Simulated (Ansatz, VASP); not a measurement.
B3As5: VASP beside Ansatz

```
B As
1.0
     3.45363    0.00000    0.00000
    -1.72682    2.99093    0.00000
     0.00000    0.00000   12.37943
B As
3 5
Direct
  0.00000 0.00000 0.47900
  0.33333 0.66667 0.03154
  0.66667 0.33333 0.25539
  0.66667 0.33333 0.42439
  0.00000 0.00000 0.97517
  0.33333 0.66667 0.20038
  0.00000 0.00000 0.64860
  0.33333 0.66667 0.76704
```

Alike in both runs: task single point; functional PBE; k mesh 6 × 6 × 2; occupations gaussian, width 0.2 eV; no spin polarisation.

|  | VASP | Ansatz |
| --- | --- | --- |
| version | VASP 6.6.1 | Ansatz 0.2.0 |
| potentials or method | VASP PAW PBE potentials, release 64 (B, As), cutoff 520 eV | scalar-relativistic, plane waves, PAW |
| valence electrons in the cell | 34 | 84 |

|  | VASP | Ansatz | Ansatz less VASP |
| --- | --- | --- | --- |
| gap on the k mesh at the Fermi level (eV) | none | none | - |
| pressure (GPa) | 0.6 | 0.2 | -0.46 |
| traceless stress, the component that is largest in VASP (GPa) | -0.28 | -0.31 | -0.029 |
| rms of the force components (eV/Å) | 0.009 | 0.023 | +0.0134 |

Atom by atom the forces differ by 0.018 eV/Å (rms over components). A gap of «none» marks a metal or a gap that the smearing closes. VASP's potentials hold 34 valence electrons a cell and Ansatz's 84, so a difference there can come from the potentials and not from the codes.
